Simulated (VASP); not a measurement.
Input of a VASP 6.6.1 run:

File INCAR:

```
PREC = Accurate
ENCUT = 520
EDIFF = 1E-6
ISMEAR = -1
SIGMA = 0.05
LREAL = F
LASPH = T
NELM = 100
ALGO = Normal
ISIF = 2
LWAVE = F
LCHARG = F
GGA = PE
NBANDS = 8
```

Contents of KPOINTS:

```
Automatic mesh
0
Gamma
  19 19 19
```

The input POSCAR:

```
Sb
1.0
   -1.4749000000      1.4749000000      2.4800000000
    1.4749000000     -1.4749000000      2.4800000000
    1.4749000000      1.4749000000     -2.4800000000
Sb
1
Direct
    0.0000000000      0.0000000000      0.0000000000
```

Potentials or basis: VASP PAW PBE potentials, release 64 (Sb).

Run with:

```console
$ cat potpaw_PBE.64/Sb/POTCAR > POTCAR
$ mpirun -np 1 vasp_std > vasp.out
```

Problem. Estimate the pressure.

Solution. 25.6 GPa.

Stress tensor (GPa, compression positive):
```
26.95  0.00  0.00
 0.00 26.95  0.00
 0.00  0.00 22.88
```

Caveat: the cell differs from its parent crystal (equal xx and yy strain of -2 %).
